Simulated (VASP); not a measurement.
Tl, 2 atoms in the cell. It takes space group Fd-3m (No. 227, cubic). Conventional cell: a = 6.005 Å, b = 6.005 Å, c = 6.005 Å, α = 90.00°, β = 90.00°, γ = 90.00°. Tl (site symmetry -43m) has 4 Tl at 2.60 Å within 3.4 Å. This isn't the form of Tl at room conditions, which is hcp.

- Program: VASP 6.6.1
- Task: single point
- Functional: PBE
- Potentials or basis: VASP PAW PBE potentials, release 64 (Tl_d)
- Cutoff: 520 eV
- k mesh: 10 × 10 × 10
- Occupations: fermi-dirac, width 0.05 eV
- Spin: no spin polarisation
- Dipole correction: no
- Further INCAR settings: ALGO = Normal; EDIFF = 1e-06; NBANDS = 20

Potentials or basis: VASP PAW PBE potentials, release 64 (Tl_d).

Launch:

```console
$ cat potpaw_PBE.64/Tl_d/POTCAR > POTCAR
$ mpirun -np 1 vasp_std > vasp.out
```

Hardware: 1 thread of AMD EPYC 7R13 (shared host).

Task: How long does it take, and how much memory?

Result: Run time: 62 s on 1 thread of AMD EPYC 7R13, on a shared host, peak memory 0.16 GiB. Counts: scf iterations 11, k points 47.
